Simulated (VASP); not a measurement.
Input of a VASP 6.6.1 run:

INCAR

```
  PREC = Accurate
  ENCUT = 520
  EDIFF = 1E-7
  ISMEAR = -1
  SIGMA = 0.05
  LREAL = F
  LASPH = T
  NELM = 60
  ALGO = Normal
  ISIF = 2
  LWAVE = F
  LCHARG = T
  GGA = PS
  LELF = T
  LVHAR = T
  NBANDS = 15
```

Contents of KPOINTS:

```
regular mesh
0
Gamma
  7 7 7
```

Contents of POSCAR:

```
KCl
1.0
    3.2150631972      0.0000000000      0.0000000000
    0.0000000000      3.2150631972      0.0000000000
    0.0000000000      0.0000000000      3.2150631972
K Cl
1 1
Direct
    0.0000000000      0.0000000000      0.0000000000
    0.5000000000      0.5000000000      0.5000000000
```

Potentials or basis: VASP PAW PBE potentials, release 64 (K_sv, Cl).

The run is started by

```bash
$ cat potpaw_PBE.64/K_sv/POTCAR potpaw_PBE.64/Cl/POTCAR > POTCAR
$ mpirun -np 1 vasp_std > vasp.out
```

**Question.** Predict the pressure.

**Answer.** 30.7 GPa.

**Question.** Predict the band gap on the k mesh.

**Answer.** 5.17 eV, indirect (least direct gap 5.30 eV).

Caveat: the PAW data sets were made with another functional, which shifts forces and pressure a little. As with any semilocal functional, this PBEsol gap is likely too small.
